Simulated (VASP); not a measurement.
Wanted: the native input for a VASP 6.6.1 run.

```
Task                   : single point
Functional             : PBE
Potentials or basis    : VASP PAW PBE potentials, release 64 (Zn)
Cutoff                 : 520 eV
k mesh                 : 49 × 49 × 49
Occupations            : fermi-dirac, width 0.0612256 eV
Spin                   : no spin polarisation
Dipole correction      : no
Further INCAR settings : ALGO = Normal; EDIFF = 1e-07; NBANDS = 12
```

The structure of Zn lies in POSCAR:

```
Zn
1.0
   -1.5337256096      1.5337256096      1.5337256096
    1.5337256096     -1.5337256096      1.5337256096
    1.5337256096      1.5337256096     -1.5337256096
Zn
1
Direct
    0.0000000000      0.0000000000      0.0000000000
```

This isn't the form of Zn at room conditions, which is hcp.

The input as run:

INCAR

```
PREC = Accurate
ENCUT = 520
EDIFF = 1E-7
ISMEAR = -1
SIGMA = 0.06122561905347299
LREAL = F
LASPH = T
NELM = 100
ALGO = Normal
ISIF = 2
LWAVE = F
LCHARG = F
GGA = PE
NBANDS = 12
```

KPOINTS

```
regular mesh
0
Gamma
  49 49 49
```

Potentials or basis: VASP PAW PBE potentials, release 64 (Zn).

Launch:

```bash
$ cat potpaw_PBE.64/Zn/POTCAR > POTCAR
$ mpirun -np 1 vasp_std > vasp.out
```

It gave:

| Item | Value |
| --- | --- |
| Pressure | 5.2 GPa |
| Band gap on the k mesh | zero (bands 6 and 7 overlap by 5.09 eV) |

Caveat: the cell stands under pressure.

It took 3.1 min on 1 thread of Intel(R) Xeon(R) 6975P-C (Granite Rapids), with other jobs on the host, peak memory 0.55 GiB.
